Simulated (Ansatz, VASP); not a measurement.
**Two plane-wave programs on CuO**

File INCAR:

```
SYSTEM = CuO
  ALGO = Normal
  EDIFF = 1E-6
  ENCUT = 520
  GGA = PE
  ISIF = 2
  ISMEAR = -1
  LASPH = .TRUE.
  LCHARG = .FALSE.
  LDAU = .TRUE.
  LDAUJ = 0 0
  LDAUL = 2 -1
  LDAUPRINT = 1
  LDAUTYPE = 2
  LDAUU = 1 0
  LMAXMIX = 4
  LREAL = .FALSE.
  LWAVE = .FALSE.
  NBANDS = 25
  NELM = 150
  PREC = Accurate
  SIGMA = 0.05
```

KPOINTS

```
k-points
0
G
  8 8 6
  0 0 0
```

File POSCAR:

```
CuO
1.0
    3.1754955000      0.0000000000      0.0000000000
    0.0000000000      3.1754955000      0.0000000000
    0.0000000000      0.0000000000      4.6495318700
Cu O
2 2
Direct
    0.0000000000      0.0000000000      0.0000000000
    0.5000000000      0.5000000000      0.0000000000
    0.5000000000      0.0000000000      0.2670000000
    0.0000000000      0.5000000000      0.7330000000
```

input.yaml

```yaml
crystal:
  lattice:
    - [3.1754955, 0.0, 0.0]
    - [0.0, 3.1754955, 0.0]
    - [0.0, 0.0, 4.64953187]
  atoms:
    - { symbol: Cu, position: [0.0, 0.0, 0.0] }
    - { symbol: Cu, position: [0.5, 0.5, 0.0] }
    - { symbol: O, position: [0.5, 0.0, 0.267] }
    - { symbol: O, position: [0.0, 0.5, 0.733] }
hamiltonian:
  xc: pbe
  pseudopotentials: { kind: paw }
  hubbard: { sites: [{ species: Cu, l: d, u_eff: 1.0 }] }
kpoints:
  mp_grid: { grid: [8, 8, 6] }
  band_path:
    path:
      - [[0.0, 0.0, 0.0], [0.0, 0.5, 0.0], [0.5, 0.5, 0.0], [0.0, 0.0, 0.0], [0.0, 0.0, 0.5], [0.0, 0.5, 0.5], [0.5, 0.5, 0.5], [0.0, 0.0, 0.5]]
      - [[0.0, 0.5, 0.0], [0.0, 0.5, 0.5]]
      - [[0.5, 0.5, 0.0], [0.5, 0.5, 0.5]]
    npoints: 14
scf:
  occupations: { method: fermi_dirac, width: 0.05 }
  n_extra_bands: 10
output:
  forces: true
  stress: true
  eigenvalues: true
  fatbands: false
```

Alike in both runs: functional PBE; k mesh 8 × 8 × 6; occupations fermi-dirac, width 0.05 eV; no spin polarisation; Hubbard terms Cu d U = 1.0 eV.

|  | VASP | Ansatz |
| --- | --- | --- |
| version | VASP 6.6.1 | Ansatz 0.2.0 |
| potentials or method | VASP PAW PBE potentials, release 64 (Cu, O) | Ansatz PAW |
| plane-wave cutoff (eV) | 520 | 420 |
| valence electrons in the cell | 34 | 50 |
| task | single point | band structure |

|  | VASP | Ansatz | Ansatz less VASP |
| --- | --- | --- | --- |
| gap on the k mesh at the Fermi level (eV) | none | none | - |
| pressure (GPa) | 16.0 | 17.1 | +1.10 |
| traceless stress, the component that is largest in VASP (GPa) | -24.74 | -24.62 | +0.125 |
| rms of the force components (eV/Å) | 0.363 | 0.329 | -0.0334 |

The programs project onto different local orbitals, so the same U acts differently, and such runs can settle in different states. Atom by atom the forces differ by 0.033 eV/Å (rms over components). A gap of «none» marks a metal or a gap that the smearing closes. VASP's potentials hold 34 valence electrons a cell and Ansatz's 50, so a difference there can come from the potentials and not from the codes.
